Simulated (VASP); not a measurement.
# SiC (F-43m) in VASP: a series of runs, part 2 of 2

VASP 6.6.1.

### 3 Relaxation of cell and atoms, PBE+D3(BJ)

This run uses another cell than the first one, of 10.32 Å³/atom, 1.004 times its volume.

Input file INCAR:

```
SYSTEM = SiC
PREC = Accurate
ENCUT = 600
EDIFF = 1E-7
ISMEAR = 0
SIGMA = 0.02
LREAL = .False.
LASPH = .True.
NELM = 80
ALGO = Normal
ISIF = 3
LWAVE = .False.
LCHARG = .False.
GGA = PE
IVDW = 12
IBRION = 2
NSW = 100
EDIFFG = -0.01
```

Input file KPOINTS:

```
regular mesh
0
Gamma
  10 10 10
  0 0 0
```

Input file POSCAR:

```
SiC
1.0
    0.0000000000      2.1769967100      2.1769967100
    2.1769967100      0.0000000000      2.1769967100
    2.1769967100      2.1769967100      0.0000000000
Si C
1 1
Direct
    0.2500000000      0.2500000000      0.2500000000
    0.0000000000      0.0000000000      0.0000000000
```

Potentials or basis: VASP PAW PBE potentials, release 64 (Si, C).

Launch:

```
> cat potpaw_PBE.64/Si/POTCAR potpaw_PBE.64/C/POTCAR > POTCAR
> mpirun -np 1 vasp_std > vasp.out
```

OUTCAR:

```text
SYSTEM = SiC
   PREC = Accurate
   ENCUT = 600
   EDIFF = 1E-7
   ISMEAR = 0
   LREAL = .False.
   LASPH = .True.
   NELM = 80
   ISIF = 3
   GGA = PE
   IVDW = 12
   IBRION = 2
   NSW = 100
   EDIFFG = -0.01
 IVDW          = 12

 ion  position               nearest neighbor table
   1  0.250  0.250  0.250-   2 1.89   2 1.89   2 1.89   2 1.89
   2  0.000  0.000  0.000-   1 1.89   1 1.89   1 1.89   1 1.89

  LATTYP: Found a face centered cubic cell.
 ALAT       =     4.3539934200

  Lattice vectors:

 A1 = (   0.0000000000,   2.1769967100,   2.1769967100)
 A2 = (   2.1769967100,   0.0000000000,   2.1769967100)
 A3 = (   2.1769967100,   2.1769967100,   0.0000000000)

Analysis of symmetry for initial positions (statically):
=====================================================================
 Subroutine PRICEL returns:
 Original cell was already a primitive cell.

 Routine SETGRP: Setting up the symmetry group for a
 face centered cubic supercell.

 Subroutine GETGRP returns: Found 24 space group operations
 (whereof 24 operations were pure point group operations)
 out of a pool of 48 trial point group operations.

The static configuration has the point symmetry T_d .

Analysis of symmetry for dynamics (positions and initial velocities):
=====================================================================
 Subroutine PRICEL returns:
 Original cell was already a primitive cell.

 Routine SETGRP: Setting up the symmetry group for a
 face centered cubic supercell.

 Subroutine GETGRP returns: Found 24 space group operations
 (whereof 24 operations were pure point group operations)
 out of a pool of 48 trial point group operations.

The dynamic configuration has the point symmetry T_d .

 Subroutine INISYM returns: Found 24 space group operations
 (whereof 24 operations are pure point group operations),
 and found     1 'primitive' translations

----------------------------------------------------------------------------------------

                                     Primitive cell

  volume of cell :      20.6349
[... 99 lines left out ...]
   PSTRESS=    0.0 pullay stress
   NELECT =       8.0000    total number of electrons
   NUPDOWN=      -1.0000    fix difference up-down
   EMIN   =  10.00;   EMAX   =-10.00  energy-range for DOS
   EFERMI =   0.00;   METHOD = LEGACY
   ISMEAR =     0;   SIGMA  =   0.02  broadening in eV -4-tet -1-fermi 0-gaus
   EFERMI_NEDOS =   21; number of points for ismear=-14 and -15
   IALGO  =     38    algorithm
   IMIX   =      4    mixing-type and parameters
     AMIX     =   0.40;   BMIX     =  1.00
     AMIX_MAG =   1.60;   BMIX_MAG =  1.00
  volume/ion in A,a.u.               =      10.32        69.63
  Fermi-wavevector in a.u.,A,eV,Ry     =   1.193723  2.255810 19.387971  1.424976
  Thomas-Fermi vector in A             =   2.329731
   LORBIT       =      0    0 simple, 1 ext, 2 COOP (PROOUT), +10 PAW based schemes
   GGA     = PE    functional components
   LHFCALC =     F    Hartree Fock is set to
   AEXX    =    0.0000 exact exchange contribution
   IVDW    =    12    specifies the selected vdW correction
   LEPSILON=     F    determine dielectric tensor
   LRPA    =     F    only Hartree local field effects (RPA)
 conjugate gradient relaxation of ions
 non-spin polarized calculation
 Gauss-broadening in eV      SIGMA  =   0.02
  energy-cutoff  :      600.00
  volume of cell :       20.63
 maximum number of plane-waves:       701
 NGX is ok and might be reduce to    28
   NGX = 13   NGY = 13   NGZ = 13

--------------------------------------- Ionic step        1  -------------------------------------------

 number of electron       8.0000000 magnetization

 Free energy of the ion-electron system (eV)
  ---------------------------------------------------
  ext. energy  EPLUGINS =         0.00000000
  ---------------------------------------------------
  free energy    TOTEN  =       -15.05786725 eV

  energy without entropy =      -15.05786725  energy(sigma->0) =      -15.05786725

------------------------ aborting loop because EDIFF is reached ----------------------------------------

 Edisp (eV)   -0.60389

 E8    (eV) :    -0.2269
[... 71 lines left out ...]
--------------------------------------- Ionic step        3  -------------------------------------------

 number of electron       8.0000000 magnetization

 Free energy of the ion-electron system (eV)
  ---------------------------------------------------
  ext. energy  EPLUGINS =         0.00000000
  ---------------------------------------------------
  free energy    TOTEN  =       -15.05537383 eV

  energy without entropy =      -15.05537383  energy(sigma->0) =      -15.05537383

 E-fermi :   8.2917     XC(G=0): -11.3883

 val. band max:        8.1890933928   @ k =   0.0000   0.0000   0.0000
 cond. band min:       9.5396360713   @ k =   0.5000   0.5000   0.0000
 fundamental gap:      1.3505426785
 Fermi energy:         8.2917238418

 k-point     1 :       0.0000    0.0000    0.0000
  band No.  band energies     occupation
      1      -7.2719      2.00000
      2       8.1891      2.00000
      3       8.1891      2.00000
      4       8.1891      2.00000
      5      14.5091      0.00000
      6      15.5486      0.00000
      7      15.5486      0.00000
      8      15.5486      0.00000
[... 243 lines left out ...]
 k-point    24 :       0.4000    0.3000    0.0000
  band No.  band energies     occupation
      1      -4.1114      2.00000
      2       2.6011      2.00000
      3       5.0235      2.00000
      4       5.5533      2.00000
      5      11.0650      0.00000
      6      13.8451      0.00000
      7      19.8908      0.00000
      8      20.1917      0.00000

 [... further k-points ...]

------------------------ aborting loop because EDIFF is reached ----------------------------------------

 Edisp (eV)   -0.60668

 E8    (eV) :    -0.2280
[... 25 lines left out ...]
  FREE ENERGIE OF THE ION-ELECTRON SYSTEM (eV)
  ---------------------------------------------------
  free  energy   TOTEN  =       -15.6620557402 eV

  energy  without entropy=      -15.6620557402  energy(sigma->0) =      -15.66205574

 reached required accuracy - stopping structural energy minimisation
```

It took 15 s on 1 thread of Intel Xeon 6975P-C, shared host; peak memory 0.16 GiB.

Results:

```yaml
Free_energy: -15.6621 eV
Relaxed_volume: 10.27 Å³/atom
Relaxed_cell: a = 3.074 Å, b = 3.074 Å, c = 3.074 Å, α = 60.00°, β = 60.00°, γ = 60.00°
Space_group_after_relaxing_to_0.05_Å: F-43m (No. 216)
Energy_gained_by_relaxing: 0.1 meV/atom
Ionic_steps: 3
Pressure_after_relaxing: 0.0 GPa
Band_gap_on_the_k_mesh: 1.35 eV, indirect (least direct gap 4.55 eV)
Dispersion_energy_per_atom: -0.303 eV
```

Step by step:
| step | energy change (eV) | largest force (eV/Å) | pressure (GPa) | volume (Å³) |
| --- | --- | --- | --- | --- |
| 1 | 0.0000 | 0.0000 | -1.00 | 20.63 |
| 2 | 0.0000 | 0.0000 | 1.06 | 20.44 |
| 3 | -0.0003 | 0.0000 | 0.01 | 20.54 |

Final structure:
```
CELL_PARAMETERS angstrom
0.00000 2.17366 2.17366
2.17366 0.00000 2.17366
2.17366 2.17366 0.00000
ATOMIC_POSITIONS crystal
Si 0.25000 0.25000 0.25000
C 0.00000 0.00000 0.00000
```

A k mesh can miss the band edges. PBE gaps usually lie below the measured ones, often by a third to a half.

### 4 Single point, PBE+D3(BJ)

This run uses another cell than the first one, of 10.32 Å³/atom, 1.004 times its volume.

Input file INCAR:

```
  ALGO = Normal
  EDIFF = 1E-6
  ENCUT = 600
  GGA = PE
  GGA_COMPAT = False
  ISIF = 2
  ISMEAR = 0
  IVDW = 12
  LASPH = True
  LCHARG = False
  LREAL = False
  LWAVE = False
  NBANDS = 11
  NELM = 120
  PREC = Accurate
  SIGMA = 0.1
```

Input file KPOINTS:

```
k-points
0
Gamma
  6 6 6
```

POSCAR is that of step 3.

Launch:

```
> cat potpaw_PBE.64/Si/POTCAR potpaw_PBE.64/C/POTCAR > POTCAR
> mpirun -np 1 vasp_std > vasp.out
```

Run time: 8.1 s. Hardware: 1 thread of Intel Xeon 6975P-C, shared host; peak memory 0.16 GiB.

The run converged. Its results:

* Free energy: -15.6511 eV
* Pressure: -1.0 GPa
* Band gap on the k mesh: 1.35 eV, indirect (least direct gap 4.54 eV)
* Dispersion energy per atom: -0.302 eV

Levels at points of the mesh, in eV from the valence-band top:
| k point | band 1 | band 2 | band 3 | band 4 | band 5 | band 6 | band 7 | band 8 | band 9 |
| --- | --- | --- | --- | --- | --- | --- | --- | --- | --- |
| (0.00, 0.00, 0.00) | -15.43 | 0.00 | 0.00 | 0.00 | 6.26 | 7.32 | 7.32 | 7.32 | 14.52 |
| (0.50, 0.00, 0.00) | -11.85 | -8.55 | -1.05 | -1.05 | 5.46 | 7.23 | 7.23 | 10.07 | 16.23 |
| (0.50, 0.50, 0.00) | -10.40 | -7.81 | -3.19 | -3.19 | 1.35 | 4.33 | 14.06 | 14.06 | 14.82 |

A k mesh can miss the band edges. As with any semilocal functional, this PBE gap is likely too small.

### 5 The runs side by side

```tsv
task	cell	k mesh	cutoff (eV)	smearing	gap on the mesh (eV)	pressure (GPa)
single point	a = 3.075 Å, angles 60.0°, 2 atoms	10 × 10 × 10	520	gaussian 0.02 eV	1.35	-0.1
relaxation of cell and atoms	relaxed from a = 3.079 Å, angles 60.0°, 2 atoms	10 × 10 × 10	600	gaussian 0.02 eV	1.35	0.0
single point	a = 3.079 Å, angles 60.0°, 2 atoms	6 × 6 × 6	600	gaussian 0.1 eV	1.35	-1.0
```

Alike in all rows: level PBE+D3(BJ); potentials or basis VASP PAW PBE potentials, release 64 (Si, C); no spin polarisation.

Total energies depend on the potentials used, so only differences within one code and one set of settings carry meaning.
